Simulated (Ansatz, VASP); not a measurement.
**Hf in VASP and in Ansatz**

INCAR

```
PREC     = Accurate       # precision mode
ENCUT    = 520            # plane-wave cutoff, eV
EDIFF    = 1E-7           # SCF threshold, eV
ISMEAR   = -1             # smearing method
SIGMA    = 0.05           # smearing width, eV
LREAL    = F              # projectors in reciprocal space
LASPH    = T              # aspherical terms in the spheres
NELM     = 80             # most SCF steps
ALGO     = Fast           # electronic algorithm
ISIF     = 2              # what is computed and relaxed
LWAVE    = F              # write WAVECAR
LCHARG   = T              # write CHGCAR
GGA      = PE             # functional
LELF     = T              # ELF
LVHAR    = T            
NBANDS   = 17             # bands
```

KPOINTS

```
Automatic mesh
0
Gamma
  10 10 5
```

Contents of POSCAR:

```
Hf
1.0
    3.1967000000      0.0639340000      0.0000000000
   -1.5429815318      2.7364564083      0.0000000000
    0.0000000000      0.0000000000      5.0578000000
Hf
2
Direct
    0.6666666667      0.3333333333      0.7500000000
    0.3333333333      0.6666666667      0.2500000000
```

File input.yaml:

```yaml
crystal:
  lattice:
    - [3.1967, 0.063934, 0.0]
    - [-1.5429815318, 2.7364564083, 0.0]
    - [0.0, 0.0, 5.0578]
  atoms:
    - { symbol: Hf, position: [0.6666666667, 0.3333333333, 0.75] }
    - { symbol: Hf, position: [0.3333333333, 0.6666666667, 0.25] }
kpoints:
  mp_grid: { grid: [10, 10, 5] }
scf:
  occupations: { method: fermi_dirac, width: 0.05 }
hamiltonian:
  xc: pbe
  pseudopotentials: { kind: all_electron, lapw: { basis_error: 0.001 } }
output:
  forces: true
  stress: true
  eigenvalues: true
```

Change from the starting cell: strain = 0.04.

Alike in both runs: task single point; functional PBE; k mesh 10 × 10 × 5; occupations fermi-dirac, width 0.05 eV; no spin polarisation.

|  | VASP | Ansatz |
| --- | --- | --- |
| version | VASP 6.6.1 | Ansatz 0.2.0 |
| potentials or method | VASP PAW PBE potentials, release 64 (Hf_pv), cutoff 520 eV | all-electron LAPW, scalar-relativistic |

```tsv
	VASP	Ansatz	Ansatz less VASP
gap on the k mesh at the Fermi level (eV)	none	none	-
pressure (GPa)	0.3	0.8	+0.46
traceless stress, the component that is largest in VASP (GPa)	-2.65	-2.65	0.000
rms of the force components (eV/Å)	0.058	0.059	+0.0012
```

Atom by atom the forces differ by 0.001 eV/Å (rms over components). A gap of «none» marks a metal or a gap that the smearing closes. Ansatz ran all-electron here, and VASP with PAW potentials.

Spin-orbit coupling is off throughout.
